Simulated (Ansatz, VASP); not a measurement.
Mg5O: VASP beside Ansatz

```
Mg O
1.0
     3.10000    0.00000    0.00000
    -1.55000    2.68468    0.00000
     0.00000    0.00000   24.40000
Mg O
10 2
Direct
  0.00000 0.00000 0.00000
  0.66667 0.33333 0.90200
  0.33333 0.66667 0.09800
  0.33333 0.66667 0.80100
  0.00000 0.00000 0.70100
  0.66667 0.33333 0.19900
  0.00000 0.00000 0.29900
  0.00000 0.00000 0.50000
  0.66667 0.33333 0.60000
  0.33333 0.66667 0.40000
  0.66667 0.33333 0.04900
  0.33333 0.66667 0.95100
```

Alike in both runs: task relaxation of cell and atoms; functional PBE; k mesh 6 × 6 × 1; occupations gaussian, width 0.2 eV; no spin polarisation.

|  | VASP | Ansatz |
| --- | --- | --- |
| version | VASP 6.6.1 | Ansatz 0.2.0 |
| potentials or method | VASP PAW PBE potentials, release 64 (Mg, O), cutoff 600 eV | scalar-relativistic, plane waves, PAW |
| valence electrons in the cell | 32 | 112 |

|  | VASP | Ansatz | Ansatz less VASP |
| --- | --- | --- | --- |
| gap on the k mesh at the Fermi level, each at its own relaxed structure (eV) | none | none | - |
| relaxed volume (Å³/atom) | 18.11 | 18.12 | +0.014 |
| relaxed cell length with the largest relative difference (Å) | 25.806 | 25.850 | +0.0438 |

A gap of «none» marks a metal or a gap that the smearing closes. VASP's potentials hold 32 valence electrons a cell and Ansatz's 112, so a difference there can come from the potentials and not from the codes.

The k mesh is coarse, so the values compare programs but aren't converged.
